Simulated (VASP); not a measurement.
Runs of VASP 6.6.1 on Cu. The structure is orthorhombic, space group Cmcm (No. 63). The conventional cell has a = 2.437 Å, b = 7.953 Å, c = 2.475 Å, α = 90.00°, β = 90.00°, γ = 90.00°. Cu (site symmetry m2m) has 10 Cu at 2.44 to 2.54 Å within 3.2 Å. 

```tsv
k mesh	gap on the mesh (eV)	pressure (GPa)	largest force (eV/Å)
3 × 3 × 3	none	-7.3	0.22
4 × 4 × 4	none	-6.9	(b)
6 × 6 × 6	none	-6.8	0.03
5 × 5 × 5	none	-6.8	(a)
8 × 8 × 8	none	-6.8	0.04
```

Alike in all rows: task single point; level LDA; potentials or basis VASP PAW LDA potentials, release 64 (Cu); no spin polarisation; cell as given; cutoff (eV) 520; smearing methfessel-paxton 0.1 eV.

Q: Estimate the missing entries.

A: (a) 0.05; (b) 0.06.

Caveats: some runs use coarse meshes.

A gap of «none» marks levels without a gap at the run's occupations.
